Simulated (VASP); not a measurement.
# TePb (zincblende type) (F-43m) in VASP: single point with PBE

Aim: the single point of TePb (zincblende type) with PBE.

Everything below comes from runs of VASP 6.6.1. Logs are shortened: lines on timing, memory, paths and dates and some standing lists are left out, and cuts for length are marked.

## 1. The cell of the first run

It takes space group F-43m (No. 216, cubic). The conventional cell has a = 7.335 Å, b = 7.335 Å, c = 7.335 Å, α = 90.00°, β = 90.00°, γ = 90.00°. Pb (site symmetry -43m) has 4 Te at 3.18 Å within 4.2 Å. Within 4.2 Å of Te (site symmetry -43m) lie 4 Pb at 3.18 Å.

## 2. Single point, PBE

POSCAR

```
TePb
1.0
    0.0000000000      3.6677496026      3.6677496026
    3.6677496026      0.0000000000      3.6677496026
    3.6677496026      3.6677496026      0.0000000000
Pb Te
1 1
Direct
    0.0000000000      0.0000000000      0.0000000000
    0.2500000000      0.2500000000      0.2500000000
```

INCAR.step1

```
SYSTEM = TePb
ALGO = Normal
EDIFF = 1E-6
ENCUT = 520
GGA = PE
ISIF = 2
ISMEAR = -1
LASPH = .True.
LCHARG = .True.
LREAL = .False.
LWAVE = .False.
NBANDS = 17
NELM = 80
PREC = Accurate
SIGMA = 0.1
```

KPOINTS.step1

```
k-points
0
Gamma
  12 12 12
  0 0 0
```

INCAR.step2

```
SYSTEM = TePb
ALGO = Normal
EDIFF = 1E-6
ENCUT = 520
GGA = PE
ICHARG = 11
ISIF = 2
ISMEAR = -5
LASPH = .True.
LCHARG = .False.
LORBIT = 11
LREAL = .False.
LWAVE = .False.
NEDOS = 1001
NELM = 80
PREC = Accurate
SIGMA = 0.1
```

KPOINTS.step2

```
k-points
0
Gamma
  18 18 18
  0 0 0
```

Potentials or basis: VASP PAW PBE potentials, release 64 (Pb_d, Te).

Launch:

```bash
cat potpaw_PBE.64/Pb_d/POTCAR potpaw_PBE.64/Te/POTCAR > POTCAR
cp INCAR.step1 INCAR
cp KPOINTS.step1 KPOINTS
mpirun -np 1 vasp_std > vasp.out
cp INCAR.step2 INCAR
cp KPOINTS.step2 KPOINTS
mpirun -np 1 vasp_std > vasp.out
```

OUTCAR:

```text
SYSTEM = TePb
   EDIFF = 1E-6
   ENCUT = 520
   GGA = PE
   ICHARG = 11
   ISIF = 2
   ISMEAR = -5
   LASPH = .True.
   LORBIT = 11
   LREAL = .False.
   NELM = 80
   PREC = Accurate

 ion  position               nearest neighbor table
   1  0.000  0.000  0.000-   2 3.18   2 3.18   2 3.18   2 3.18
   2  0.250  0.250  0.250-   1 3.18   1 3.18   1 3.18   1 3.18

  LATTYP: Found a face centered cubic cell.
 ALAT       =     7.3354992052

  Lattice vectors:

 A1 = (   0.0000000000,   3.6677496026,   3.6677496026)
 A2 = (   3.6677496026,   0.0000000000,   3.6677496026)
 A3 = (   3.6677496026,   3.6677496026,   0.0000000000)

Analysis of symmetry for initial positions (statically):
=====================================================================
 Subroutine PRICEL returns:
 Original cell was already a primitive cell.

 Routine SETGRP: Setting up the symmetry group for a
 face centered cubic supercell.

 Subroutine GETGRP returns: Found 24 space group operations
 (whereof 24 operations were pure point group operations)
 out of a pool of 48 trial point group operations.

The static configuration has the point symmetry T_d .

Analysis of symmetry for dynamics (positions and initial velocities):
=====================================================================
 Subroutine PRICEL returns:
 Original cell was already a primitive cell.

 Routine SETGRP: Setting up the symmetry group for a
 face centered cubic supercell.

 Subroutine GETGRP returns: Found 24 space group operations
 (whereof 24 operations were pure point group operations)
 out of a pool of 48 trial point group operations.

The dynamic configuration has the point symmetry T_d .

 Subroutine INISYM returns: Found 24 space group operations
 (whereof 24 operations are pure point group operations),
 and found     1 'primitive' translations

----------------------------------------------------------------------------------------

                                     Primitive cell

  volume of cell :      98.6800

  direct lattice vectors                    reciprocal lattice vectors
     0.000000000  3.667749603  3.667749603    -0.136323374  0.136323374  0.136323374
     3.667749603  0.000000000  3.667749603     0.136323374 -0.136323374  0.136323374
     3.667749603  3.667749603  0.000000000     0.136323374  0.136323374 -0.136323374

  length of vectors
     5.186981231  5.186981231  5.186981231     0.236119010  0.236119010  0.236119010

  position of ions in fractional coordinates (direct lattice)
     0.000000000  0.000000000  0.000000000
     0.250000000  0.250000000  0.250000000

[... 91 lines left out ...]
   EMIN   =  10.00;   EMAX   =-10.00  energy-range for DOS
   EFERMI =   0.00;   METHOD = LEGACY
   ISMEAR =    -5;   SIGMA  =   0.10  broadening in eV -4-tet -1-fermi 0-gaus
   EFERMI_NEDOS =   21; number of points for ismear=-14 and -15
   IALGO  =     38    algorithm
   IMIX   =      4    mixing-type and parameters
     AMIX     =   0.40;   BMIX     =  1.00
     AMIX_MAG =   1.60;   BMIX_MAG =  1.00
  volume/ion in A,a.u.               =      49.34       332.96
  Fermi-wavevector in a.u.,A,eV,Ry     =   0.961631  1.817219 12.581774  0.924734
  Thomas-Fermi vector in A             =   2.091020
   LORBIT       =     11    0 simple, 1 ext, 2 COOP (PROOUT), +10 PAW based schemes
   GGA     = PE    functional components
   LHFCALC =     F    Hartree Fock is set to
   AEXX    =    0.0000 exact exchange contribution
   IVDW    =     0    specifies the selected vdW correction
   LEPSILON=     F    determine dielectric tensor
   LRPA    =     F    only Hartree local field effects (RPA)
 non-spin polarized calculation
 Fermi weights with tetrahedron method with Bloechl corrections
  energy-cutoff  :      520.00
  volume of cell :       98.68
 maximum number of plane-waves:      2698

 number of electron      19.9999997 magnetization

 Free energy of the ion-electron system (eV)
  ---------------------------------------------------
  ext. energy  EPLUGINS =         0.00000000
  ---------------------------------------------------
  free energy    TOTEN  =        -7.14651665 eV

  energy without entropy =       -7.14651665  energy(sigma->0) =       -7.14651665

 E-fermi :   2.6005     XC(G=0):  -7.3607

 val. band max:        2.5863160795   @ k =  -0.2778   0.5000   0.2222
 cond. band min:       3.2375708788   @ k =   0.5000   0.5000   0.0000
 fundamental gap:      0.6512547993
 Fermi energy:         2.6004981186

 k-point     1 :       0.0000    0.0000    0.0000
  band No.  band energies     occupation
      1     -14.3266      2.00000
      2     -14.3266      2.00000
      3     -14.3266      2.00000
      4     -14.3051      2.00000
      5     -14.3051      2.00000
      6      -8.6555      2.00000
      7      -3.6794      2.00000
      8       1.2047      2.00000
      9       1.2047      2.00000
     10       1.2047      2.00000
     11       4.1506      0.00000
     12       4.1506      0.00000
     13       4.1506      0.00000
     14       6.7302      0.00000
[... 377 lines left out ...]
      1     -14.3307      2.00000
      2     -14.3246      2.00000
      3     -14.3242      2.00000
      4     -14.3052      2.00000
      5     -14.3048      2.00000
      6      -8.3731      2.00000
      7      -4.4148      2.00000
      8       0.6951      2.00000
      9       0.9623      2.00000
     10       1.1944      2.00000
     11       4.4965      0.00000
     12       4.5505      0.00000
     13       4.9050      0.00000
     14       8.1671      0.00000

 [... further k-points ...]
[... 5 lines left out ...]
  --------------------------------------------------------------------------------------
  -------------------------------------------------------------------------------------
  Total       -0.0155635     -0.0155635     -0.0155635      0.0000000     -0.0000000      0.0000000
  in kB       -0.2526912     -0.2526912     -0.2526912      0.0000000     -0.0000000      0.0000000
  external PRESSURE =      -0.2526912 kB  Pullay stress =       0.0000000 kB

 VOLUME and BASIS-vectors are now :
 -----------------------------------------------------------------------------
  energy-cutoff  :      520.00
  volume of cell :       98.68
      direct lattice vectors                 reciprocal lattice vectors
     0.000000000  3.667749603  3.667749603    -0.136323374  0.136323374  0.136323374
     3.667749603  0.000000000  3.667749603     0.136323374 -0.136323374  0.136323374
     3.667749603  3.667749603  0.000000000     0.136323374  0.136323374 -0.136323374

 POSITION                                       TOTAL-FORCE (eV/Angst)
 -----------------------------------------------------------------------------------
      0.00000      0.00000      0.00000        -0.000000     -0.000000     -0.000000
      1.83387      1.83387      1.83387         0.000000      0.000000      0.000000
 -----------------------------------------------------------------------------------
    total drift:                                0.000000      0.000000      0.000000

  FREE ENERGIE OF THE ION-ELECTRON SYSTEM (eV)
  ---------------------------------------------------
  free  energy   TOTEN  =        -7.1465166513 eV

  energy  without entropy=       -7.1465166513  energy(sigma->0) =       -7.14651665

 total charge

# of ion       s       p       d       tot
------------------------------------------
    1        1.471   0.575   9.817  11.864
    2        1.378   1.989   0.011   3.377
--------------------------------------------------
tot          2.849   2.564   9.829  15.241
```

OUTCAR.step1:

```text
SYSTEM = TePb
   EDIFF = 1E-6
   ENCUT = 520
   GGA = PE
   ISIF = 2
   ISMEAR = -1
   LASPH = .True.
[... 700 lines left out ...]
      0.00000      0.00000      0.00000         0.000000     -0.000000      0.000000
      1.83387      1.83387      1.83387        -0.000000      0.000000     -0.000000
 -----------------------------------------------------------------------------------
    total drift:                                0.000000      0.000000      0.000000

  FREE ENERGIE OF THE ION-ELECTRON SYSTEM (eV)
  ---------------------------------------------------
  free  energy   TOTEN  =        -7.1469327507 eV

  energy  without entropy=       -7.1448503363  energy(sigma->0) =       -7.14589154
```

It took 7.1 min on 1 thread of AMD EPYC 7R13, shared host; peak memory 0.42 GiB.

Results:

| Quantity | Value |
| --- | --- |
| Valence electrons inside the program's atomic spheres | Pb 11.86; Te 3.38 |

Caveat: spin-orbit coupling is left out, which moves the levels of the heavy elements.
